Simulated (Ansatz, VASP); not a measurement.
**CuI in VASP and in Ansatz**

INCAR

```
SYSTEM = CuI
PREC = Accurate
ENCUT = 520
EDIFF = 1E-7
ISMEAR = 0
SIGMA = 0.05
LREAL = .False.
LASPH = .True.
NELM = 80
ALGO = Normal
ISIF = 2
LWAVE = .False.
LCHARG = .False.
GGA = PE
NBANDS = 16
```

File KPOINTS:

```
regular mesh
0
Gamma
  8 8 8
  0 0 0
```

The input POSCAR:

```
CuI
1.0
    0.0000000000      3.2338196813      2.8663532009
    2.8663532009      0.0000000000      2.8663532009
    2.8663532009      3.2338196813      0.0000000000
Cu I
1 1
Direct
    0.7500000000      0.7500000000      0.7500000000
    0.0000000000      0.0000000000      0.0000000000
```

Input for Ansatz:

```yaml
crystal:
  lattice:
    - [0.0, 3.2338196813, 2.8663532009]
    - [2.8663532009, 0.0, 2.8663532009]
    - [2.8663532009, 3.2338196813, 0.0]
  atoms:
    - { symbol: Cu, position: [0.75, 0.75, 0.75] }
    - { symbol: I, position: [0.0, 0.0, 0.0] }
basis:
  ecutwfc: 520.0
kpoints:
  mp_grid: { grid: [8, 8, 8] }
hamiltonian:
  xc: pbe
scf:
  occupations: { method: gaussian, width: 0.05 }
output:
  forces: true
  stress: true
  eigenvalues: true
```

Alike in both runs: task single point; functional PBE; k mesh 8 × 8 × 8; occupations gaussian, width 0.05 eV; no spin polarisation.

|  | VASP | Ansatz |
| --- | --- | --- |
| version | VASP 6.6.1 | Ansatz 0.2.0 |
| potentials or method | VASP PAW PBE potentials, release 64 (Cu, I), cutoff 520 eV | scalar-relativistic, plane waves, PAW |
| valence electrons in the cell | 18 | 36 |

Ansatz gave:

- gap on the k mesh at the Fermi level (eV): 1.15
- least direct gap on the mesh (eV): 1.15
- pressure (GPa): 2.3
- traceless stress, the component that is largest in VASP (GPa): -1.66

Problem. What did VASP give for the same quantities?

Solution. gap on the k mesh at the Fermi level (eV): 1.17; least direct gap on the mesh (eV): 1.17; pressure (GPa): 2.4; traceless stress, the component that is largest in VASP (GPa): -1.64.

With one functional, cell and mesh, what is left measures potentials, basis and numerics. VASP's potentials hold 18 valence electrons a cell and Ansatz's 36, so a difference there can come from the potentials and not from the codes.

Spin-orbit coupling is off throughout.
